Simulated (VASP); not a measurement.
A run of VASP 6.6.1 is set up as follows.

The input INCAR:

```
SYSTEM = Au
PREC = Accurate ; ENCUT = 520
EDIFF = 1E-6 ; ISMEAR = 0
SIGMA = 0.1 ; LREAL = .FALSE.
LASPH = .TRUE. ; NELM = 80
ALGO = Fast ; ISIF = 2
LWAVE = .FALSE. ; LCHARG = .TRUE.
GGA = PE ; LELF = .TRUE.
LVHAR = .TRUE. ; NBANDS = 12
```

The input KPOINTS:

```
Automatic mesh
0
G
  18 18 18
  0 0 0
```

Contents of POSCAR:

```
Au
1.0
    0.0000000000      2.0789480831      2.0789480831
    2.0789480831      0.0000000000      2.0789480831
    2.0789480831      2.0789480831      0.0000000000
Au
1
Direct
    0.0000000000      0.0000000000      0.0000000000
```

Potentials or basis: VASP PAW PBE potentials, release 64 (Au).

Launch:

```console
$ cat potpaw_PBE.64/Au/POTCAR > POTCAR
$ mpirun -np 1 vasp_std > vasp.out
```

**Question.** Estimate the pressure.

**Answer.** -0.2 GPa.
